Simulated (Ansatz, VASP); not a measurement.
Pb in VASP and in Ansatz

File INCAR:

```
SYSTEM = Pb
PREC = Accurate
ENCUT = 520
EDIFF = 1E-6
ISMEAR = -1
SIGMA = 0.1
LREAL = .False.
LASPH = .True.
NELM = 100
ALGO = Normal
ISIF = 2
LWAVE = .False.
LCHARG = .False.
GGA = RP
NBANDS = 36
```

File KPOINTS:

```
Automatic mesh
0
Gamma
  11 11 3
  0 0 0
```

POSCAR

```
Pb
1.0
    3.7605197675      0.0000000000      0.0000000000
   -1.8802598838      3.2567056501      0.0000000000
    0.0000000000      0.0000000000     12.1493203596
Pb
4
Direct
    1.0000000000      0.0000000000      1.0000000000
    0.0000000000      0.0000000000      0.5000000000
    0.3333333333      0.6666666667      0.2500000000
    0.6666666667      0.3333333333      0.7500000000
```

Input for Ansatz:

```yaml
crystal:
  lattice:
    - [3.7605197675, 0.0, 0.0]
    - [-1.8802598838, 3.2567056501, 0.0]
    - [0.0, 0.0, 12.1493203596]
  atoms:
    - { symbol: Pb, position: [1.0, 0.0, 1.0] }
    - { symbol: Pb, position: [0.0, 0.0, 0.5] }
    - { symbol: Pb, position: [0.3333333333, 0.6666666667, 0.25] }
    - { symbol: Pb, position: [0.6666666667, 0.3333333333, 0.75] }
hamiltonian:
  xc: rpbe
  pseudopotentials:
    kind: paw
    azcp:
      Pb: "pseudopotentials/Pb.paw.azcp"
basis:
  ecutwfc: 420
  fft_grid_basis: typed
kpoints:
  mp_grid: { grid: [11, 11, 3], shift: [0, 0, 0] }
magnetization:
  spin_polarized: false
scf:
  occupations: { method: fermi_dirac, width: 0.1 }
  lower_state_search: "off"
output:
  stress: true
```

Alike in both runs: task single point; functional RPBE; k mesh 11 × 11 × 3; occupations fermi-dirac, width 0.1 eV; no spin polarisation.

|  | VASP | Ansatz |
| --- | --- | --- |
| version | VASP 6.6.1 | Ansatz 0.2.0 |
| potentials or method | VASP PAW PBE potentials, release 64 (Pb_d), cutoff 520 eV | plane waves (420 eV) with PAW, scalar-relativistic |
| valence electrons in the cell | 56 | 56 |

```csv
,VASP,Ansatz,Ansatz less VASP
pressure (GPa),-3.0,-3.0,+0.05
```

VASP's potentials were made for PBE, not for RPBE.

Spin-orbit coupling is off throughout.
